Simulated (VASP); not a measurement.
# Os (Im-3m) in VASP: a series of runs, part 2 of 2

VASP 6.6.1. The steps go on from the part before.

**5. Single point, BLYP (volume scaled by 1.12)**

File INCAR:

```
PREC = Accurate
ENCUT = 520
EDIFF = 1E-6
ISMEAR = -1
SIGMA = 0.1
LREAL = False
LASPH = True
NELM = 80
ALGO = Normal
ISIF = 2
LWAVE = False
LCHARG = False
GGA = B5
ALDAX = 1.0
AGGAX = 1.0
AGGAC = 1.0
ALDAC = 0.0
NBANDS = 10
```

File KPOINTS:

```
regular mesh
0
Gamma
  16 16 16
```

File POSCAR:

```
Os
1.0
   -1.6304879031      1.6304879031      1.6304879031
    1.6304879031     -1.6304879031      1.6304879031
    1.6304879031      1.6304879031     -1.6304879031
Os
1
Direct
    0.0000000000      0.0000000000      0.0000000000
```

Run with:

```sh
$ cat potpaw_PBE.64/Os/POTCAR > POTCAR
$ mpirun -np 1 vasp_std > vasp.out
```

Wall time 10 s (1 thread of Intel Xeon 6975P-C (Granite Rapids), shared host); peak memory 0.15 GiB.

The run converged. Its results:

```yaml
Free_energy: -8.7153 eV
Pressure: -24.4 GPa
Band_gap_on_the_k_mesh: zero (band 4 reaches 9.08 eV, above the bottom of band 5 at 5.83 eV)
```

Levels at points of the mesh, in eV from the Fermi level:
```tsv
k point	band 1	band 2	band 3	band 4	band 5	band 6	band 7	band 8
(0.00, 0.00, 0.00)	-9.12	-2.61	-2.61	-2.61	-0.02	-0.02	16.26	16.26
(0.50, 0.00, 0.00)	-6.06	-4.16	-0.21	0.27	0.38	2.37	6.91	12.50
(0.50, 0.50, 0.50)	-5.51	-5.51	1.77	1.77	1.77	7.28	7.28	7.28
```

Caveat: the cell differs from its parent crystal (volume scaled by 1.12); the PAW data sets were made with another functional, which shifts forces and pressure a little; spin-orbit coupling is left out, which moves the levels of the heavy elements.

**6. Relaxation of cell and atoms, BLYP**

This run uses another cell than the first one, of 13.99 Å³/atom, 0.904 times its volume.

File INCAR:

```
SYSTEM = Os
PREC = Accurate
ENCUT = 600
EDIFF = 1E-7
ISMEAR = -1
SIGMA = 0.1
LREAL = .FALSE.
LASPH = .TRUE.
NELM = 60
ALGO = Normal
ISIF = 3
LWAVE = .FALSE.
LCHARG = .FALSE.
GGA = B5
ALDAX = 1.0
AGGAX = 1.0
AGGAC = 1.0
ALDAC = 0.0
IBRION = 2
NSW = 80
EDIFFG = -0.01
```

File KPOINTS:

```
regular mesh
0
G
  14 14 14
  0 0 0
```

File POSCAR:

```
Os
1.0
   -1.5179840853      1.5179840853      1.5179840853
    1.5179840853     -1.5179840853      1.5179840853
    1.5179840853      1.5179840853     -1.5179840853
Os
1
Direct
    0.0000000000      0.0000000000      0.0000000000
```

Potentials or basis: VASP PAW PBE potentials, release 64 (Os).

Run with:

```sh
$ cat potpaw_PBE.64/Os/POTCAR > POTCAR
$ mpirun -np 1 vasp_std > vasp.out
```

OUTCAR:

```text
SYSTEM = Os
   PREC = Accurate
   ENCUT = 600
   EDIFF = 1E-7
   ISMEAR = -1
   LREAL = .FALSE.
   LASPH = .TRUE.
   NELM = 60
   ISIF = 3
   GGA = B5
   IBRION = 2
   NSW = 80
   EDIFFG = -0.01

 ion  position               nearest neighbor table
   1  0.000  0.000  0.000-

  LATTYP: Found a body centered cubic cell.
 ALAT       =     3.0359681706

  Lattice vectors:

 A1 = (  -1.5179840853,   1.5179840853,   1.5179840853)
 A2 = (   1.5179840853,  -1.5179840853,   1.5179840853)
 A3 = (   1.5179840853,   1.5179840853,  -1.5179840853)

Analysis of symmetry for initial positions (statically):
=====================================================================
 Subroutine PRICEL returns:
 Original cell was already a primitive cell.

 Routine SETGRP: Setting up the symmetry group for a
 body centered cubic supercell.

[... 156 lines left out ...]

 number of electron       7.9999999 magnetization

 Free energy of the ion-electron system (eV)
  ---------------------------------------------------
  ext. energy  EPLUGINS =         0.00000000
  ---------------------------------------------------
  free energy    TOTEN  =        -8.66542742 eV

  energy without entropy =       -8.62012564  energy(sigma->0) =       -8.64277653

 E-fermi :  10.3664     XC(G=0): -13.3336

 val. band max:       10.3531087053   @ k =  -0.4286   0.5000   0.3571
 cond. band min:      10.3885964577   @ k =   0.4286   0.0000   0.0000
 fundamental gap:      0.0354877524
 Fermi energy:        10.3663530793
[... 676 lines left out ...]
--------------------------------------- Ionic step        5  -------------------------------------------

 number of electron       7.9999999 magnetization

 Free energy of the ion-electron system (eV)
  ---------------------------------------------------
  ext. energy  EPLUGINS =         0.00000000
  ---------------------------------------------------
  free energy    TOTEN  =        -8.86165692 eV

  energy without entropy =       -8.80706530  energy(sigma->0) =       -8.83436111

 E-fermi :   8.7281     XC(G=0): -12.7232

 val. band max:        8.7251379916   @ k =   0.1429   0.0000   0.0000
 cond. band min:       8.7306329963   @ k =  -0.4286   0.5000   0.3571
 fundamental gap:      0.0054950047
 Fermi energy:         8.7281190055
[... 292 lines left out ...]
  FREE ENERGIE OF THE ION-ELECTRON SYSTEM (eV)
  ---------------------------------------------------
  free  energy   TOTEN  =        -8.8616569197 eV

  energy  without entropy=       -8.8070652982  energy(sigma->0) =       -8.83436111

 reached required accuracy - stopping structural energy minimisation
```

Wall time 32 s (1 thread of Intel Xeon 6975P-C (Granite Rapids), shared host); peak memory 0.15 GiB.

What came out:

- Free energy: -8.8617 eV
- Relaxed volume: 15.61 Å³/atom
- Relaxed cell: a = 2.727 Å, b = 2.727 Å, c = 2.727 Å, α = 109.47°, β = 109.47°, γ = 109.47°
- Space group after relaxing (to 0.05 Å): Im-3m (No. 229)
- Energy gained by relaxing: 196.2 meV/atom
- Ionic steps: 5
- Pressure after relaxing: 0.0 GPa
- Band gap on the k mesh: zero (band 4 reaches 10.85 eV, above the bottom of band 5 at 7.03 eV)

The path:
```csv
step,energy change (eV),largest force (eV/Å),pressure (GPa),volume (Å³)
1,0.0000,0.0000,43.42,13.99
2,1.3326,0.0000,-42.46,23.16
3,-0.1898,0.0000,-6.05,15.94
4,-0.1960,0.0000,-1.06,15.66
5,-0.1962,0.0000,0.01,15.61
```

Final structure:
```
Os
1.0
    -1.57423    1.57423    1.57423
     1.57423   -1.57423    1.57423
     1.57423    1.57423   -1.57423
Os
1
Direct
  0.00000 0.00000 0.00000
```

Caveat: the PAW data sets were made with another functional, which shifts forces and pressure a little; spin-orbit coupling is left out, which moves the levels of the heavy elements.

**7. Overview**

```tsv
task	cell	k mesh	cutoff (eV)	gap on the mesh (eV)	pressure (GPa)
single point	a = 2.719 Å, angles 109.5°, 1 atom	16 × 16 × 16	520	none	2.5
single point	a = 2.755 Å, angles 109.5°, 1 atom	16 × 16 × 16	520	none	-8.7
single point	a = 2.790 Å, angles 109.5°, 1 atom	16 × 16 × 16	520	none	-17.5
single point	a = 2.824 Å, angles 109.5°, 1 atom	16 × 16 × 16	520	none	-24.4
relaxation of cell and atoms	relaxed from a = 2.629 Å, angles 109.5°, 1 atom	14 × 14 × 14	600	none	0.0
```

Alike in all rows: level BLYP; potentials or basis VASP PAW PBE potentials, release 64 (Os); no spin polarisation; smearing fermi-dirac 0.1 eV.

Caveats: the PAW data sets were made with another functional, which shifts forces and pressure a little; spin-orbit coupling is left out, which moves the levels of the heavy elements.

Absolute energies hang on the potentials; compare differences alone.
